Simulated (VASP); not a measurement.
Wanted: the native input for a VASP 6.6.1 run.

```
Task                   : single point
Functional             : PBE
Dispersion             : D3(BJ)
Potentials or basis    : VASP PAW PBE potentials, release 64 (As, S, Se)
Cutoff                 : 520 eV
k mesh                 : 1 × 1 × 1, shifted
Occupations            : fermi-dirac, width 0.1181 eV
Spin                   : no spin polarisation
Dipole correction      : no
Further INCAR settings : LREAL = Auto; ALGO = Normal; EDIFF = 1e-06; NBANDS = 88; ISYM = 0
```

The structure of As10Se12S3 lies in POSCAR:

```
As10Se12S3
1.0
    8.8186510000      0.2405820000      0.2922810000
    0.2405820000      8.9584340000      0.2205530000
    0.2922810000      0.2205530000      8.8565100000
As S Se
10 3 12
Direct
    0.0521500659      0.6312935192      0.6914678408
    0.2547203820      0.0001846114      0.9936343272
    0.6862202326      0.7115773339      0.5550465532
    0.0847636224      0.8713346482      0.5422889753
    0.5105307193      0.4593907896      0.4590979465
    0.5774954126      0.4755687090      0.1416897805
    0.7528250097      0.5770965600      0.7967672566
    0.9140767654      0.3279605949      0.6087073843
    0.2517978012      0.2498702171      0.8439474083
    0.5951715437      0.0946427898      0.4232554262
    0.5106767055      0.8501979469      0.1034861581
    0.1796263338      0.3020479278      0.6186572430
    0.3421949940      0.6629173084      0.2974391158
    0.8937658181      0.0235889524      0.4283004952
   -0.0057088830      0.9060255212      0.9485639322
    0.8251821812      0.5444115927      0.1476411495
    0.7137719123      0.1024190310      0.1528167650
    0.5548851149      0.9096789305      0.8475557761
    0.3502329495      0.5812711519      0.9060543563
    0.3951490311      0.6940404725      0.5563582876
    0.9563332842      0.5579156958      0.4222000507
    0.1679292012      0.9738635755      0.2888724737
    0.1879225284      0.4188468268      0.0491472252
    0.4957295106      0.2581351191      0.7348708699
    0.3955981276      0.2293202980      0.2995536508
```

The input as run:

INCAR

```
SYSTEM = As10Se12S3
ALGO = Normal
EDIFF = 1E-6
ENCUT = 520
GGA = PE
ISIF = 2
ISMEAR = -1
ISYM = 0
IVDW = 12
LASPH = .True.
LCHARG = .False.
LREAL = Auto
LWAVE = .False.
NBANDS = 88
NELM = 60
PREC = Accurate
SIGMA = 0.1181
```

KPOINTS

```
Automatic mesh
0
Gamma
  1 1 1
  0.25 0.25 0.25
```

Potentials or basis: VASP PAW PBE potentials, release 64 (As, S, Se).

Command:

```bash
$ cat potpaw_PBE.64/As/POTCAR potpaw_PBE.64/S/POTCAR potpaw_PBE.64/Se/POTCAR > POTCAR
$ mpirun -np 1 vasp_std > vasp.out
```

Results of the run:

```yaml
Pressure: -2.1 GPa
Largest_force: 1.805 eV/Å
Band_gap_on_the_k_mesh: 0.18 eV
Dispersion_energy_per_atom: -0.297 eV
```

Caveat: the k points lie up to 0.71 Å⁻¹ apart.

Run time: 96 s on 1 thread of Intel(R) Xeon(R) 6975P-C (Granite Rapids) (shared host), peak memory 0.71 GiB.
